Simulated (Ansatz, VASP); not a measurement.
## One calculation of ScBSbP3, two programs

Contents of INCAR:

```
SYSTEM = ScBSbP3
PREC = Accurate ; ENCUT = 600
EDIFF = 1E-6 ; ISMEAR = 0
SIGMA = 0.1 ; LREAL = .FALSE.
LASPH = .TRUE. ; NELM = 60
ALGO = Normal ; ISIF = 3
LWAVE = .FALSE. ; LCHARG = .FALSE.
GGA = PE ; IBRION = 2
NSW = 90 ; EDIFFG = -0.04
```

Contents of KPOINTS:

```
regular mesh
0
G
  4 4 4
  0 0 0
```

Contents of POSCAR:

```
ScBSbP3
1.0
    2.4549804793     -5.0319860832      0.0000000000
    2.4549804793      5.0319860832      0.0000000000
    0.0000000000      0.0000000000      5.7196832439
Sc B Sb P
1 1 1 3
Direct
    0.5000000000      0.5000000000      0.5000000000
    0.0000000000      0.0000000000      0.0000000000
    0.5000000000      0.5000000000      0.0000000000
    0.0000000000      0.0000000000      0.5000000000
    0.2277825899      0.7722174101      0.5000000000
    0.7722174101      0.2277825899      0.5000000000
```

Input for Ansatz:

```yaml
crystal:
  lattice:
    - [2.4549804793, -5.0319860832, 0.0]
    - [2.4549804793, 5.0319860832, 0.0]
    - [0.0, 0.0, 5.7196832439]
  atoms:
    - { symbol: Sc, position: [0.5, 0.5, 0.5] }
    - { symbol: B, position: [0.0, 0.0, 0.0] }
    - { symbol: Sb, position: [0.5, 0.5, 0.0] }
    - { symbol: P, position: [0.0, 0.0, 0.5] }
    - { symbol: P, position: [0.2277825899, 0.7722174101, 0.5] }
    - { symbol: P, position: [0.7722174101, 0.2277825899, 0.5] }
basis:
  ecutwfc: 420
kpoints:
  mp_grid: { grid: [4, 4, 4] }
hamiltonian:
  xc: pbe
scf:
  occupations: { method: gaussian, width: 0.1 }
  lower_state_search: "off"
output:
  forces: true
  stress: true
  eigenvalues: true
relax:
  adjacent_minimum: "off"
  f_tol: 0.04
  max_steps: 70
  cell: { stress_tol: 0.4 }
```

Alike in both runs: task relaxation of cell and atoms; functional PBE; k mesh 4 × 4 × 4; occupations gaussian, width 0.1 eV; no spin polarisation.

```csv
,VASP,Ansatz
version,VASP 6.6.1,Ansatz 0.2.0
potentials or method,"VASP PAW PBE potentials, release 64 (Sc_sv, B, Sb, P), cutoff 600 eV","scalar-relativistic, plane waves, PAW"
valence electrons in the cell,34,44
```

```tsv
	VASP	Ansatz	Ansatz less VASP
gap on the k mesh at the Fermi level, each at its own relaxed structure (eV)	none	none	-
relaxed volume (Å³/atom)	23.51	23.48	-0.026
relaxed cell length with the largest relative difference (Å)	5.717	5.707	-0.0103
```

A gap of «none» marks a metal or a gap that the smearing closes. VASP's potentials hold 34 valence electrons a cell and Ansatz's 44, so a difference there can come from the potentials and not from the codes.

Neither program's run includes spin-orbit coupling.
